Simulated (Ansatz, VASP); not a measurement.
## One calculation of Pb, two programs

File INCAR:

```
SYSTEM = Pb
PREC     = Accurate       ! precision mode
ENCUT    = 520            ! plane-wave cutoff, eV
EDIFF    = 1E-7           ! SCF threshold, eV
ISMEAR   = 0              ! smearing method
SIGMA    = 0.15           ! smearing width, eV
LREAL    = .False.        ! projectors in reciprocal space
LASPH    = .True.         ! aspherical terms in the spheres
NELM     = 80             ! most SCF steps
ALGO     = Fast           ! electronic algorithm
ISIF     = 2              ! what is computed and relaxed
LWAVE    = .False.        ! write WAVECAR
LCHARG   = .False.        ! write CHGCAR
GGA      = CA             ! functional
NBANDS   = 13             ! bands
```

Contents of KPOINTS:

```
regular mesh
0
Gamma
  16 16 16
  0 0 0
```

Contents of POSCAR:

```
Pb
1.0
    0.0000000000      2.4698000000      2.4698000000
    2.3586590000      0.0000000000      2.4698000000
    2.3586590000      2.4698000000      0.0000000000
Pb
1
Direct
    0.0000000000      0.0000000000      0.0000000000
```

Input for Ansatz:

```yaml
crystal:
  lattice:
    - [0.0, 2.4698, 2.4698]
    - [2.358659, 0.0, 2.4698]
    - [2.358659, 2.4698, 0.0]
  atoms:
    - { symbol: Pb, position: [0.0, 0.0, 0.0] }
basis:
  ecutwfc: 420
kpoints:
  mp_grid: { grid: [16, 16, 16] }
hamiltonian:
  xc: lda
scf:
  occupations: { method: gaussian, width: 0.15 }
output:
  forces: true
  stress: true
  eigenvalues: true
```

Change from the starting cell: strain -0.0450 x Voigt [1, 0, 0, 0, 0, 0], atoms carried along.

Alike in both runs: task single point; functional LDA; k mesh 16 × 16 × 16; occupations gaussian, width 0.15 eV; no spin polarisation.

```csv
,VASP,Ansatz
version,VASP 6.6.1,Ansatz 0.2.0
potentials or method,"VASP PAW LDA potentials, release 64 (Pb_d), cutoff 520 eV","scalar-relativistic, plane waves, PAW"
valence electrons in the cell,14,14
```

|  | VASP | Ansatz | Ansatz less VASP |
| --- | --- | --- | --- |
| gap on the k mesh at the Fermi level (eV) | none | none | - |
| pressure (GPa) | 0.6 | 0.5 | -0.09 |
| traceless stress, the component that is largest in VASP (GPa) | 0.60 | 0.63 | +0.022 |

LDA's correlation is that of Perdew and Zunger in VASP and of Perdew and Wang (1992) in Ansatz. A gap of «none» marks a metal or a gap that the smearing closes.

Neither program's run includes spin-orbit coupling.
